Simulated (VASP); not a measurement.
# Sc4SiN (Cmmm) in VASP: a series of runs

Runs on Sc4SiN. Level: PBE. Tasks: single point, relaxation of cell and atoms.

All numbers are computed with VASP 6.6.1; they aren't measurements. Logs are shortened: lines on timing, memory, paths and dates and some standing lists are left out, and cuts for length are marked.

### Step 1. The cell of the first run

It takes space group Cmmm (No. 65, orthorhombic). The conventional cell has a = 5.175 Å, b = 8.814 Å, c = 4.230 Å, α = 90.00°, β = 90.00°, γ = 90.00°. Sc (site symmetry m2m) has 7 Sc at 2.53 to 3.36 Å and 2 Si at 2.70 Å and 3 N at 2.73 to 3.09 Å within 3.4 Å. Sc (site symmetry 2/m) has 6 Sc at 2.53 to 2.59 Å and 2 Si at 2.56 Å and 4 N at 3.32 Å within 3.4 Å. Within 3.4 Å of Si (site symmetry mmm) lie 8 Sc at 2.56 to 2.70 Å and 4 N at 3.34 Å. Within 3.6 Å of N (site symmetry mmm) lie 14 Sc at 2.73 to 3.32 Å and 4 Si at 3.34 Å.

The cell was generated, and may not be a known phase.

### Step 2. Single point, PBE

INCAR reads:

```
SYSTEM = Sc4SiN
ALGO = Normal
EDIFF = 1E-6
ENCUT = 520
GGA = PE
ISIF = 2
ISMEAR = 0
LASPH = .TRUE.
LCHARG = .FALSE.
LREAL = .FALSE.
LWAVE = .FALSE.
NBANDS = 36
NELM = 60
PREC = Accurate
SIGMA = 0.1
```

KPOINTS reads:

```
k-points
0
G
  4 4 4
  0 0 0
```

POSCAR reads:

```
Sc4SiN
1.0
    2.5872972300     -4.4069826900      0.0000000000
    2.5872972300      4.4069826900      0.0000000000
    0.0000000000      0.0000000000      4.2301126400
Sc Si N
4 1 1
Direct
    0.6906595100      0.3093404900      0.0000000000
    0.3093404900      0.6906595100      0.0000000000
    0.5000000000      0.0000000000      0.5000000000
    0.0000000000      0.5000000000      0.5000000000
    0.5000000000      0.5000000000      0.5000000000
    0.0000000000      0.0000000000      0.0000000000
```

Potentials or basis: VASP PAW PBE potentials, release 64 (Sc_sv, Si, N).

Command:

```
cat potpaw_PBE.64/Sc_sv/POTCAR potpaw_PBE.64/Si/POTCAR potpaw_PBE.64/N/POTCAR > POTCAR
mpirun -np 1 vasp_std > vasp.out
```

OUTCAR:

```text
SYSTEM = Sc4SiN
   EDIFF = 1E-6
   ENCUT = 520
   GGA = PE
   ISIF = 2
   ISMEAR = 0
   LASPH = .TRUE.
   LREAL = .FALSE.
   NELM = 60
   PREC = Accurate

 ion  position               nearest neighbor table
   1  0.691  0.309  0.000-   3 2.53   4 2.53   3 2.53   4 2.53   5 2.70   5 2.70   2 2.79   2 2.79
                             2 3.36
   2  0.309  0.691  0.000-   3 2.53   4 2.53   3 2.53   4 2.53   5 2.70   5 2.70   1 2.79   1 2.79
                             1 3.36
   3  0.500  0.000  0.500-   1 2.53   2 2.53   1 2.53   2 2.53   5 2.56   5 2.56   4 2.59   4 2.59

   4  0.000  0.500  0.500-   1 2.53   2 2.53   1 2.53   2 2.53   5 2.56   5 2.56   3 2.59   3 2.59

   5  0.500  0.500  0.500-   3 2.56   4 2.56   3 2.56   4 2.56   1 2.70   2 2.70   1 2.70   2 2.70

   6  0.000  0.000  0.000-

  LATTYP: Found a base centered orthorhombic cell.
 ALAT       =     5.1745944600
 B/A-ratio  =     1.7033151966
 C/A-ratio  =     0.8174771323

  Lattice vectors:

 A1 = (   2.5872972300,  -4.4069826900,   0.0000000000)
 A2 = (   2.5872972300,   4.4069826900,   0.0000000000)
 A3 = (   0.0000000000,   0.0000000000,   4.2301126400)

Analysis of symmetry for initial positions (statically):
=====================================================================
 Subroutine PRICEL returns:
 Original cell was already a primitive cell.

 Routine SETGRP: Setting up the symmetry group for a
 base centered orthorhombic supercell.

 Subroutine GETGRP returns: Found  8 space group operations
 (whereof  8 operations were pure point group operations)
 out of a pool of  8 trial point group operations.

The static configuration has the point symmetry D_2h.

Analysis of symmetry for dynamics (positions and initial velocities):
=====================================================================
 Subroutine PRICEL returns:
 Original cell was already a primitive cell.

 Routine SETGRP: Setting up the symmetry group for a
 base centered orthorhombic supercell.

 Subroutine GETGRP returns: Found  8 space group operations
 (whereof  8 operations were pure point group operations)
 out of a pool of  8 trial point group operations.

The dynamic configuration has the point symmetry D_2h.

 Subroutine INISYM returns: Found  8 space group operations
 (whereof  8 operations are pure point group operations),
 and found     1 'primitive' translations

[... 98 lines left out ...]
   EDIFF  = 0.1E-05   stopping-criterion for ELM
   LREAL  =      F    real-space projection
   EDIFFG = 0.1E-04   stopping-criterion for IOM
   NSW    =      0    number of steps for IOM
   IBRION =     -1    ionic relax: 0-MD 1-quasi-New 2-CG
   NFREE  =      0    steps in history (QN), initial steepest desc. (CG)
   ISIF   =      2    stress and relaxation
   ISYM   =      2    0-nonsym 1-usesym 2-fastsym
   POTIM  = 0.5000    time-step for ionic-motion
   TEBEG  =    0.0;   TEEND  =   0.0 temperature during run
   PSTRESS=    0.0 pullay stress
   NELECT =      53.0000    total number of electrons
   NUPDOWN=      -1.0000    fix difference up-down
   EMIN   =  10.00;   EMAX   =-10.00  energy-range for DOS
   EFERMI =   0.00;   METHOD = LEGACY
   ISMEAR =     0;   SIGMA  =   0.10  broadening in eV -4-tet -1-fermi 0-gaus
   EFERMI_NEDOS =   21; number of points for ismear=-14 and -15
   IALGO  =     38    algorithm
   IMIX   =      4    mixing-type and parameters
     AMIX     =   0.40;   BMIX     =  1.00
     AMIX_MAG =   1.60;   BMIX_MAG =  1.00
  volume/ion in A,a.u.               =      16.08       108.50
  Fermi-wavevector in a.u.,A,eV,Ry     =   1.340840  2.533820 24.461256  1.797852
  Thomas-Fermi vector in A             =   2.469121
   LORBIT       =      0    0 simple, 1 ext, 2 COOP (PROOUT), +10 PAW based schemes
   GGA     = PE    functional components
   LHFCALC =     F    Hartree Fock is set to
   AEXX    =    0.0000 exact exchange contribution
   IVDW    =     0    specifies the selected vdW correction
   LEPSILON=     F    determine dielectric tensor
   LRPA    =     F    only Hartree local field effects (RPA)
 non-spin polarized calculation
 Gauss-broadening in eV      SIGMA  =   0.10
  energy-cutoff  :      520.00
  volume of cell :       96.46
 maximum number of plane-waves:      2655
 NGX is ok and might be reduce to    40
   NGX = 19   NGY = 19   NGZ = 15

 number of electron      53.0000004 magnetization

 Free energy of the ion-electron system (eV)
  ---------------------------------------------------
  ext. energy  EPLUGINS =         0.00000000
  ---------------------------------------------------
  free energy    TOTEN  =       -30.24906725 eV

  energy without entropy =      -30.22858249  energy(sigma->0) =      -30.23882487

 E-fermi :   5.6367     XC(G=0): -10.9413

 val. band max:        5.6284163140   @ k =   0.5000  -0.0000   0.5000
 cond. band min:       5.6617628044   @ k =  -0.2500   0.2500   0.0000
 fundamental gap:      0.0333464904
 Fermi energy:         5.6367343678

 k-point     1 :       0.0000    0.0000    0.0000
  band No.  band energies     occupation
      1     -43.2410      2.00000
      2     -42.8290      2.00000
      3     -42.5657      2.00000
      4     -42.5625      2.00000
      5     -22.9858      2.00000
      6     -22.4586      2.00000
[... 808 lines left out ...]
     35       8.5142      0.00000
     36       8.7656      0.00000

------------------------ aborting loop because EDIFF is reached ----------------------------------------

  FORCE on cell =-STRESS in cart. coord.  units (eV):
  Direction    XX          YY          ZZ          XY          YZ          ZX
  --------------------------------------------------------------------------------------
  -------------------------------------------------------------------------------------
  Total       21.6268731     -1.4757466     26.7409333      0.0000000      0.0000000      0.0000000
  in kB      359.1986681    -24.5105346    444.1376058      0.0000000      0.0000000      0.0000000
  external PRESSURE =     259.6085798 kB  Pullay stress =       0.0000000 kB

 VOLUME and BASIS-vectors are now :
 -----------------------------------------------------------------------------
  energy-cutoff  :      520.00
  volume of cell :       96.46
      direct lattice vectors                 reciprocal lattice vectors
     2.587297230 -4.406982690  0.000000000     0.193251859 -0.113456311  0.000000000
     2.587297230  4.406982690  0.000000000     0.193251859  0.113456311  0.000000000
     0.000000000  0.000000000  4.230112640     0.000000000  0.000000000  0.236400324

 POSITION                                       TOTAL-FORCE (eV/Angst)
 -----------------------------------------------------------------------------------
      2.58730     -1.68047      0.00000        -0.000000      0.454204      0.000000
      2.58730      1.68047      0.00000        -0.000000     -0.454204      0.000000
      1.29365     -2.20349      2.11506        -0.000000      0.000000      0.000000
      1.29365      2.20349      2.11506        -0.000000      0.000000      0.000000
      2.58730      0.00000      2.11506         0.000000      0.000000      0.000000
      0.00000      0.00000      0.00000        -0.000000      0.000000      0.000000
 -----------------------------------------------------------------------------------
    total drift:                                0.000000      0.000000     -0.000000

  FREE ENERGIE OF THE ION-ELECTRON SYSTEM (eV)
  ---------------------------------------------------
  free  energy   TOTEN  =       -30.2490672450 eV

  energy  without entropy=      -30.2285824948  energy(sigma->0) =      -30.23882487
```

Run time: 48 s. Hardware: 1 thread of AMD EPYC 9R45 (Zen 5), shared host; peak memory 0.21 GiB.

Results:

```yaml
Free_energy: -30.2491 eV
Pressure: 26.0 GPa
Largest_force: 0.454 eV/Å
Band_gap_on_the_k_mesh: zero (an odd number of electrons rules out a gap without spin polarisation)
```

Forces on the atoms (eV/Å):
```
Sc   0.000  0.454  0.000
Sc   0.000 -0.454  0.000
Sc   0.000  0.000  0.000
Sc   0.000  0.000  0.000
Si   0.000  0.000  0.000
N    0.000  0.000  0.000
```

Caveat: the k points lie up to 0.37 Å⁻¹ apart, too coarse for converged energies and pressures of a metal.

### Step 3. Single point, PBE

This run uses another cell than the first one, of 22.98 Å³/atom.

INCAR reads:

```
SYSTEM = Sc4SiN
PREC     = Accurate       ! precision mode
ENCUT    = 520            ! plane-wave cutoff, eV
EDIFF    = 1E-6           ! SCF threshold, eV
ISMEAR   = 0              ! smearing method
SIGMA    = 0.1            ! smearing width, eV
LREAL    = .False.        ! projectors in reciprocal space
LASPH    = .True.         ! aspherical terms in the spheres
NELM     = 100            ! most SCF steps
ALGO     = Normal         ! electronic algorithm
ISIF     = 2              ! what is computed and relaxed
LWAVE    = .False.        ! write WAVECAR
LCHARG   = .False.        ! write CHGCAR
GGA      = PE             ! functional
NBANDS   = 36             ! bands
```

KPOINTS reads:

```
regular mesh
0
Gamma
  4 4 4
  0 0 0
```

POSCAR reads:

```
Sc4SiN
1.0
    4.0537209537     -3.5528086908      0.0000000000
    4.0537209537      3.5528086908      0.0000000000
    0.0000000000      0.0000000000      4.7867462390
Sc Si N
4 1 1
Direct
    0.7284385940      0.2715614060      0.0000000000
    0.2715614060      0.7284385940      0.0000000000
    0.5000000000      0.0000000000      0.5000000000
    0.0000000000      0.5000000000      0.5000000000
    0.5000000000      0.5000000000      0.5000000000
    0.0000000000      0.0000000000      0.0000000000
```

Potentials or basis: VASP PAW PBE potentials, release 64 (Sc_sv, Si, N).

Command:

```
cat potpaw_PBE.64/Sc_sv/POTCAR potpaw_PBE.64/Si/POTCAR potpaw_PBE.64/N/POTCAR > POTCAR
mpirun -np 1 vasp_std > vasp.out
```

It took 55 s on 1 thread of AMD EPYC 9R45 (Zen 5), shared host; peak memory 0.24 GiB.

It converged, with:

* Free energy: -38.7062 eV
* Pressure: 0.1 GPa
* Largest force: 0.107 eV/Å
* Band gap on the k mesh: zero (an odd number of electrons rules out a gap without spin polarisation)

Forces in eV/Å, atoms in the order of the input:
```
Sc   0.000  0.107  0.000
Sc   0.000 -0.107  0.000
Sc   0.000  0.000  0.000
Sc   0.000  0.000  0.000
Si   0.000  0.000  0.000
N    0.000  0.000  0.000
```

Stress tensor (GPa, compression positive):
```
-0.01  0.00  0.00
 0.00  0.49  0.00
 0.00  0.00 -0.04
```

Levels at points of the mesh, in eV from the Fermi level:
```csv
k point,band 22,band 23,band 24,band 25,band 26,band 27,band 28,band 29,band 30,band 31
"(0.00, 0.00, 0.00)",-2.14,-1.99,-1.52,-1.06,-0.86,-0.24,-0.21,-0.06,0.66,0.79
"(0.50, 0.00, 0.00)",-2.34,-2.18,-1.98,-0.64,-0.47,-0.13,0.00,0.36,0.38,1.30
"(0.50, 0.50, 0.00)",-2.44,-2.32,-1.80,-0.85,-0.49,0.20,0.25,0.57,0.85,1.18
"(0.00, 0.00, 0.50)",-2.47,-1.33,-1.19,-0.51,-0.23,-0.17,-0.05,0.24,0.85,1.33
"(0.50, 0.00, 0.50)",-2.35,-1.82,-1.64,-0.72,-0.18,0.05,0.36,0.64,0.88,1.03
"(0.50, 0.50, 0.50)",-2.93,-2.49,-2.46,-0.22,-0.10,0.07,0.29,0.53,0.76,1.31
```

[end of part 1 of 2]

The gap in the log of VASP goes by the Fermi energy; the results here count the filled bands.